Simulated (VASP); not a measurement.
# Ru (Im-3m) in VASP: further runs

Ru is run at these levels: PBEsol; tasks: single point, relaxation of cell and atoms.

Everything below comes from runs of VASP 6.6.1. Logs are shortened: lines on timing, memory, paths and dates and some standing lists are left out, and cuts for length are marked.

## Step 1: The cell of the first run

Symmetry: Im-3m, No. 229, cubic system. Conventional cell: a = 3.007 Å, b = 3.007 Å, c = 3.007 Å, α = 90.00°, β = 90.00°, γ = 90.00°. Within 3.4 Å of Ru (site symmetry m-3m) lie 14 Ru at 2.60 to 3.01 Å.

This isn't the form of Ru at room conditions, which is hcp.

## Step 2: Single point, PBEsol

INCAR reads:

```
SYSTEM = Ru
ALGO     = Normal         ! electronic algorithm
EDIFF    = 1E-6           ! SCF threshold, eV
ENCUT    = 500            ! plane-wave cutoff, eV
GGA      = PS             ! functional
GGA_COMPAT= .False.      
ISIF     = 2              ! what is computed and relaxed
ISMEAR   = 0              ! smearing method
LASPH    = .True.         ! aspherical terms in the spheres
LCHARG   = .False.        ! write CHGCAR
LREAL    = .False.        ! projectors in reciprocal space
LWAVE    = .False.        ! write WAVECAR
NBANDS   = 13             ! bands
NELM     = 120            ! most SCF steps
PREC     = Accurate       ! precision mode
SIGMA    = 0.1            ! smearing width, eV
```

KPOINTS reads:

```
k-points
0
Gamma
  8 8 8
  0 0 0
```

POSCAR reads:

```
Ru
1.0
   -1.5036945962      1.5036945962      1.5036945962
    1.5036945962     -1.5036945962      1.5036945962
    1.5036945962      1.5036945962     -1.5036945962
Ru
1
Direct
    0.0000000000      0.0000000000      0.0000000000
```

Potentials or basis: VASP PAW PBE potentials, release 64 (Ru_pv).

Launch:

```
> cat potpaw_PBE.64/Ru_pv/POTCAR > POTCAR
> mpirun -np 1 vasp_std > vasp.out
```

OUTCAR:

```text
SYSTEM = Ru
   EDIFF = 1E-6
   ENCUT = 500
   GGA = PS
   ISIF = 2
   ISMEAR = 0
   LASPH = .True.
   LREAL = .False.
   NELM = 120
   PREC = Accurate

 ion  position               nearest neighbor table
   1  0.000  0.000  0.000-

  LATTYP: Found a body centered cubic cell.
 ALAT       =     3.0073891924

  Lattice vectors:

 A1 = (  -1.5036945962,   1.5036945962,   1.5036945962)
 A2 = (   1.5036945962,  -1.5036945962,   1.5036945962)
 A3 = (   1.5036945962,   1.5036945962,  -1.5036945962)

Analysis of symmetry for initial positions (statically):
=====================================================================
 Subroutine PRICEL returns:
 Original cell was already a primitive cell.

 Routine SETGRP: Setting up the symmetry group for a
 body centered cubic supercell.

 Subroutine GETGRP returns: Found 48 space group operations
 (whereof 48 operations were pure point group operations)
 out of a pool of 48 trial point group operations.

The static configuration has the point symmetry O_h .

Analysis of symmetry for dynamics (positions and initial velocities):
=====================================================================
 Subroutine PRICEL returns:
 Original cell was already a primitive cell.

 Routine SETGRP: Setting up the symmetry group for a
 body centered cubic supercell.

 Subroutine GETGRP returns: Found 48 space group operations
 (whereof 48 operations were pure point group operations)
 out of a pool of 48 trial point group operations.

The dynamic configuration has the point symmetry O_h .

 Subroutine INISYM returns: Found 48 space group operations
 (whereof 48 operations are pure point group operations),
 and found     1 'primitive' translations

----------------------------------------------------------------------------------------

                                     Primitive cell

  volume of cell :      13.6000

  direct lattice vectors                    reciprocal lattice vectors
    -1.503694596  1.503694596  1.503694596     0.000000000  0.332514329  0.332514329
     1.503694596 -1.503694596  1.503694596     0.332514329  0.000000000  0.332514329
     1.503694596  1.503694596 -1.503694596     0.332514329  0.332514329  0.000000000

  length of vectors
     2.604475440  2.604475440  2.604475440     0.470246274  0.470246274  0.470246274

  position of ions in fractional coordinates (direct lattice)
     0.000000000  0.000000000  0.000000000

  ion indices of the primitive-cell ions
[... 81 lines left out ...]
   ISYM   =      2    0-nonsym 1-usesym 2-fastsym
   POTIM  = 0.5000    time-step for ionic-motion
   TEBEG  =    0.0;   TEEND  =   0.0 temperature during run
   PSTRESS=    0.0 pullay stress
   NELECT =      14.0000    total number of electrons
   NUPDOWN=      -1.0000    fix difference up-down
   EMIN   =  10.00;   EMAX   =-10.00  energy-range for DOS
   EFERMI =   0.00;   METHOD = LEGACY
   ISMEAR =     0;   SIGMA  =   0.10  broadening in eV -4-tet -1-fermi 0-gaus
   EFERMI_NEDOS =   21; number of points for ismear=-14 and -15
   IALGO  =     38    algorithm
   IMIX   =      4    mixing-type and parameters
     AMIX     =   0.40;   BMIX     =  1.00
     AMIX_MAG =   1.60;   BMIX_MAG =  1.00
  volume/ion in A,a.u.               =      13.60        91.78
  Fermi-wavevector in a.u.,A,eV,Ry     =   1.652994  3.123705 37.176399  2.732388
  Thomas-Fermi vector in A             =   2.741508
   LORBIT       =      0    0 simple, 1 ext, 2 COOP (PROOUT), +10 PAW based schemes
   GGA     = PS    functional components
   LHFCALC =     F    Hartree Fock is set to
   AEXX    =    0.0000 exact exchange contribution
   IVDW    =     0    specifies the selected vdW correction
   LEPSILON=     F    determine dielectric tensor
   LRPA    =     F    only Hartree local field effects (RPA)
 non-spin polarized calculation
 Gauss-broadening in eV      SIGMA  =   0.10
  energy-cutoff  :      500.00
  volume of cell :       13.60
 maximum number of plane-waves:       370
   NGX =  9   NGY =  9   NGZ =  9

 number of electron      13.9999994 magnetization

 Free energy of the ion-electron system (eV)
  ---------------------------------------------------
  ext. energy  EPLUGINS =         0.00000000
  ---------------------------------------------------
  free energy    TOTEN  =        -9.53719880 eV

  energy without entropy =       -9.52844989  energy(sigma->0) =       -9.53282435

 E-fermi :  12.8837     XC(G=0): -14.2595

 val. band max:       12.8799002387   @ k =   0.2500   0.0000   0.0000
 cond. band min:      12.9788115878   @ k =   0.1250   0.1250   0.0000
 fundamental gap:      0.0989113491
 Fermi energy:        12.8836801477

 k-point     1 :       0.0000    0.0000    0.0000
  band No.  band energies     occupation
      1     -29.6875      2.00000
      2     -29.6875      2.00000
      3     -29.6875      2.00000
      4       4.6079      2.00000
      5       9.9073      2.00000
      6       9.9073      2.00000
      7       9.9073      2.00000
      8      12.7358      1.96354
      9      12.7358      1.96354
     10      23.1954      0.00000
     11      29.9579      0.00000
     12      29.9579      0.00000
     13      29.9579      0.00000
[... 354 lines left out ...]
  band No.  band energies     occupation
      1     -30.4943      2.00000
      2     -30.1943      2.00000
      3     -30.0906      2.00000
      4       7.7605      2.00000
      5       8.3185      2.00000
      6      10.7215      2.00000
      7      11.5494      2.00000
      8      13.8388      0.00000
      9      16.8395      0.00000
     10      23.1944      0.00000
     11      26.5330      0.00000
     12      28.8598      0.00000
     13      30.4845      0.00000

 [... further k-points ...]

------------------------ aborting loop because EDIFF is reached ----------------------------------------

  FORCE on cell =-STRESS in cart. coord.  units (eV):
  Direction    XX          YY          ZZ          XY          YZ          ZX
  --------------------------------------------------------------------------------------
  -------------------------------------------------------------------------------------
  Total        0.2590493      0.2590493      0.2590493      0.0000000     -0.0000000     -0.0000000
  in kB       30.5178590     30.5178590     30.5178590      0.0000000     -0.0000000     -0.0000000
  external PRESSURE =      30.5178590 kB  Pullay stress =       0.0000000 kB

 VOLUME and BASIS-vectors are now :
 -----------------------------------------------------------------------------
  energy-cutoff  :      500.00
  volume of cell :       13.60
      direct lattice vectors                 reciprocal lattice vectors
    -1.503694596  1.503694596  1.503694596     0.000000000  0.332514329  0.332514329
     1.503694596 -1.503694596  1.503694596     0.332514329  0.000000000  0.332514329
     1.503694596  1.503694596 -1.503694596     0.332514329  0.332514329  0.000000000

 POSITION                                       TOTAL-FORCE (eV/Angst)
 -----------------------------------------------------------------------------------
      0.00000      0.00000      0.00000        -0.000000      0.000000      0.000000
 -----------------------------------------------------------------------------------
    total drift:                                0.000000     -0.000000      0.000000

  FREE ENERGIE OF THE ION-ELECTRON SYSTEM (eV)
  ---------------------------------------------------
  free  energy   TOTEN  =        -9.5371988010 eV

  energy  without entropy=       -9.5284498913  energy(sigma->0) =       -9.53282435
```

OSZICAR:

```text
N       E                     dE             d eps       ncg     rms          rms(c)
DAV:   1     0.103234282325E+03    0.10323E+03   -0.82080E+03   759   0.113E+03
DAV:   2    -0.906987145375E+01   -0.11230E+03   -0.10775E+03   784   0.320E+02
DAV:   3    -0.102357536497E+02   -0.11659E+01   -0.11622E+01   859   0.362E+01
DAV:   4    -0.102390043683E+02   -0.32507E-02   -0.32507E-02   814   0.204E+00
DAV:   5    -0.102390251583E+02   -0.20790E-04   -0.20790E-04   859   0.149E-01    0.144E+01
DAV:   6    -0.958888807306E+01    0.65014E+00   -0.11420E+00   769   0.134E+01    0.426E+00
DAV:   7    -0.954216883031E+01    0.46719E-01   -0.74487E-02   814   0.328E+00    0.120E+00
DAV:   8    -0.953739732838E+01    0.47715E-02   -0.47928E-03   764   0.934E-01    0.210E-01
DAV:   9    -0.953719235258E+01    0.20498E-03   -0.73404E-05   819   0.115E-01    0.221E-02
DAV:  10    -0.953719858015E+01   -0.62276E-05   -0.30545E-06   804   0.224E-02    0.266E-03
DAV:  11    -0.953719880104E+01   -0.22089E-06   -0.33685E-07   417   0.790E-03
   1 F= -.95371988E+01 E0= -.95328243E+01  d E =-.874891E-02
```

stdout:

```text
POSCAR found type information on POSCAR Ru
 POSCAR found :  1 types and       1 ions
 scaLAPACK will be used
 -----------------------------------------------------------------------------
|                                                                             |
|                                                                             |
|     You enforced a specific xc type in the INCAR file but a different       |
|     I HOPE YOU KNOW WHAT YOU ARE DOING!                                     |
|                                                                             |
 -----------------------------------------------------------------------------

 LDA part: xc-table for (Slater+PW92), standard interpolation
 POSCAR, INCAR and KPOINTS ok, starting setup
 FFT: planning ... GRIDC
 FFT: planning ... GRID_SOFT
 FFT: planning ... GRID
 WAVECAR not read
 entering main loop
```

It took 4.9 s on 1 thread of Intel Xeon Platinum 8259CL at 2.50GHz (Skylake/Cascade Lake), shared host; peak memory 0.12 GiB.

What came out:

```
Free energy            : -9.5372 eV
Pressure               : 3.1 GPa
Band gap on the k mesh : zero (bands 7 and 8 overlap by 3.29 eV)
```

Levels at points of the mesh, in eV from the Fermi level:
```csv
k point,band 5,band 6,band 7,band 8,band 9,band 10
"(0.00, 0.00, 0.00)",-2.98,-2.98,-2.98,-0.15,-0.15,10.31
"(0.50, 0.00, 0.00)",-4.81,-0.16,0.34,1.10,2.51,10.26
"(0.50, 0.50, 0.50)",-6.59,1.86,1.86,1.86,9.36,9.36
```

Caveat: the k points lie up to 0.37 Å⁻¹ apart, too coarse for converged energies and pressures of a metal; the PAW data sets were made with another functional, which shifts forces and pressure a little.

## Step 3: Single point, PBEsol

This run uses another cell than the first one, of 13.75 Å³/atom.

INCAR reads:

```
SYSTEM = Ru
  ALGO = Normal
  EDIFF = 1E-6
  ENCUT = 500
  GGA = PS
  GGA_COMPAT = .False.
  ISIF = 2
  ISMEAR = 0
  LASPH = .True.
  LCHARG = .False.
  LREAL = .False.
  LWAVE = .False.
  NBANDS = 13
  NELM = 120
  PREC = Accurate
  SIGMA = 0.1
```

KPOINTS reads:

```
k-points
0
Gamma
  20 20 20
  0 0 0
```

POSCAR reads:

```
Ru
1.0
   -1.5092818654      1.5092818654      1.5092818654
    1.5092818654     -1.5092818654      1.5092818654
    1.5092818654      1.5092818654     -1.5092818654
Ru
1
Direct
    0.0000000000      0.0000000000      0.0000000000
```

Potentials or basis: VASP PAW PBE potentials, release 64 (Ru_pv).

Launch:

```
> cat potpaw_PBE.64/Ru_pv/POTCAR > POTCAR
> mpirun -np 1 vasp_std > vasp.out
```

It took 28 s on 1 thread of Intel Xeon Platinum 8259CL at 2.50GHz (Skylake/Cascade Lake), shared host; peak memory 0.15 GiB.

Results (log left out):

* Free energy: -9.5099 eV
* Pressure: -0.1 GPa
* Band gap on the k mesh: zero (bands 7 and 8 overlap by 3.70 eV)

Levels at points of the mesh, in eV from the Fermi level:
| k point | band 4 | band 5 | band 6 | band 7 | band 8 | band 9 | band 10 | band 11 |
| --- | --- | --- | --- | --- | --- | --- | --- | --- |
| (0.00, 0.00, 0.00) | -8.15 | -2.87 | -2.87 | -2.87 | -0.10 | -0.10 | 10.38 | 17.12 |
| (0.50, 0.00, 0.00) | -6.33 | -4.67 | -0.11 | 0.38 | 1.15 | 2.52 | 10.29 | 10.49 |
| (0.50, 0.50, 0.50) | -6.43 | -6.43 | 1.89 | 1.89 | 1.89 | 9.35 | 9.35 | 9.35 |

Caveat: the PAW data sets were made with another functional, which shifts forces and pressure a little.

## Step 4: Relaxation of cell and atoms, PBEsol

INCAR reads:

```
SYSTEM = Ru
ALGO = Normal ; EDIFF = 1E-7
EDIFFG = -0.002 ; ENCUT = 500
GGA = PS ; GGA_COMPAT = .FALSE.
IBRION = 2 ; ISIF = 3
ISMEAR = 0 ; LASPH = .TRUE.
LCHARG = .FALSE. ; LREAL = .FALSE.
LWAVE = .FALSE. ; NELM = 120
NELMIN = 4 ; NSW = 100
PREC = Accurate ; SIGMA = 0.1
```

KPOINTS reads:

```
k-points
0
G
  20 20 20
  0 0 0
```

POSCAR reads:

```
Ru
1.0
   -1.5036945962      1.5036945962      1.5036945962
    1.5036945962     -1.5036945962      1.5036945962
    1.5036945962      1.5036945962     -1.5036945962
Ru
1
Direct
    0.0000000000      0.0000000000      0.0000000000
```

Potentials or basis: VASP PAW PBE potentials, release 64 (Ru_pv).

Launch:

```
> cat potpaw_PBE.64/Ru_pv/POTCAR > POTCAR
> mpirun -np 1 vasp_std > vasp.out
```

OUTCAR:

```text
SYSTEM = Ru
   EDIFF = 1E-7
   EDIFFG = -0.002
   ENCUT = 500
   GGA = PS
   IBRION = 2
   ISIF = 3
   ISMEAR = 0
   LASPH = .TRUE.
   LREAL = .FALSE.
   NELM = 120
   NELMIN = 4
   NSW = 100
   PREC = Accurate

 ion  position               nearest neighbor table
   1  0.000  0.000  0.000-

  LATTYP: Found a body centered cubic cell.
 ALAT       =     3.0073891924

  Lattice vectors:

 A1 = (  -1.5036945962,   1.5036945962,   1.5036945962)
 A2 = (   1.5036945962,  -1.5036945962,   1.5036945962)
 A3 = (   1.5036945962,   1.5036945962,  -1.5036945962)

Analysis of symmetry for initial positions (statically):
=====================================================================
[... 366 lines left out ...]
  band No.  band energies     occupation
      1     -29.8816      2.00000
      2     -29.8816      2.00000
      3     -29.8816      2.00000
      4       4.4770      2.00000
      5       9.7610      2.00000
      6       9.7610      2.00000
      7       9.7610      2.00000
      8      12.5342      1.82279
      9      12.5342      1.82279
     10      23.0095      0.00000
     11      29.7527      0.00000
[... 309 lines left out ...]
 k-point    24 :       0.2500    0.1000    0.0000
  band No.  band energies     occupation
      1     -30.5888      2.00000
      2     -30.1177      2.00000
      3     -29.9207      2.00000
      4       6.9424      2.00000
      5       8.5682      2.00000
      6       9.8508      2.00000
      7      12.0007      2.00000
      8      12.9246      0.00003
      9      13.5101      0.00000
     10      23.0086      0.00000
     11      27.6998      0.00000

 [... further k-points ...]

------------------------ aborting loop because EDIFF is reached ----------------------------------------

  FORCE on cell =-STRESS in cart. coord.  units (eV):
  Direction    XX          YY          ZZ          XY          YZ          ZX
  --------------------------------------------------------------------------------------
  -------------------------------------------------------------------------------------
  Total        0.0019605      0.0019605      0.0019605     -0.0000000      0.0000000     -0.0000000
  in kB        0.2284852      0.2284852      0.2284852     -0.0000000      0.0000000     -0.0000000
  external PRESSURE =       0.2284852 kB  Pullay stress =       0.0000000 kB
[... 16 lines left out ...]
  FREE ENERGIE OF THE ION-ELECTRON SYSTEM (eV)
  ---------------------------------------------------
  free  energy   TOTEN  =        -9.5097702324 eV

  energy  without entropy=       -9.4993885642  energy(sigma->0) =       -9.50457940

 reached required accuracy - stopping structural energy minimisation
```

Wall time 2.3 min (1 thread of Intel Xeon Platinum 8259CL at 2.50GHz (Skylake/Cascade Lake), shared host); peak memory 0.16 GiB.

What came out:

| Quantity | Value |
| --- | --- |
| Free energy | -9.5098 eV |
| Relaxed volume | 13.75 Å³/atom |
| Relaxed cell | a = 2.614 Å, b = 2.614 Å, c = 2.614 Å, α = 109.47°, β = 109.47°, γ = 109.47° |
| Space group after relaxing (to 0.1 Å) | Im-3m (No. 229) |
| Energy gained by relaxing | 1.6 meV/atom |
| Ionic steps | 11 |
| Pressure after relaxing | 0.0 GPa |
| Band gap on the k mesh | zero (bands 7 and 8 overlap by 3.70 eV) |

Step by step:
```tsv
step	energy change (eV)	largest force (eV/Å)	pressure (GPa)	volume (Å³)
1	0.0000	0.0000	3.49	13.60
2	0.0116	0.0000	-9.26	14.19
3	-0.0016	0.0000	-0.04	13.75
4	-0.0016	0.0000	0.03	13.75
5	-0.0016	0.0000	0.03	13.75
6	-0.0016	0.0000	0.02	13.75
7	-0.0016	0.0000	0.02	13.75
8	-0.0016	0.0000	0.02	13.75
9	-0.0016	0.0000	0.02	13.75
10	-0.0016	0.0000	0.02	13.75
11	-0.0016	0.0000	0.02	13.75
```

Final structure:
```cif
data_structure
_symmetry_space_group_name_H-M 'P 1'
_symmetry_Int_Tables_number 1
_cell_length_a 2.6138
_cell_length_b 2.6138
_cell_length_c 2.6138
_cell_angle_alpha 109.471
_cell_angle_beta 109.471
_cell_angle_gamma 109.471
_cell_volume 13.75
loop_
_atom_site_label
_atom_site_type_symbol
_atom_site_fract_x
_atom_site_fract_y
_atom_site_fract_z
_atom_site_occupancy
Ru1 Ru 0.00000 0.00000 0.00000 1
```

Caveat: the PAW data sets were made with another functional, which shifts forces and pressure a little.

## Step 5: Summary

| task | cell | k mesh | gap on the mesh (eV) | pressure (GPa) |
| --- | --- | --- | --- | --- |
| single point | a = 2.604 Å, angles 109.5°, 1 atom | 8 × 8 × 8 | none | 3.1 |
| single point | a = 2.614 Å, angles 109.5°, 1 atom | 20 × 20 × 20 | none | -0.1 |
| relaxation of cell and atoms | relaxed from a = 2.604 Å, angles 109.5°, 1 atom | 20 × 20 × 20 | none | 0.0 |

Alike in all rows: level PBEsol; potentials or basis VASP PAW PBE potentials, release 64 (Ru_pv); no spin polarisation; cutoff (eV) 500; smearing gaussian 0.1 eV.

Caveats: some runs use coarse meshes; the PAW data sets were made with another functional, which shifts forces and pressure a little.

Total energies depend on the potentials used, so only differences within one code and one set of settings carry meaning.
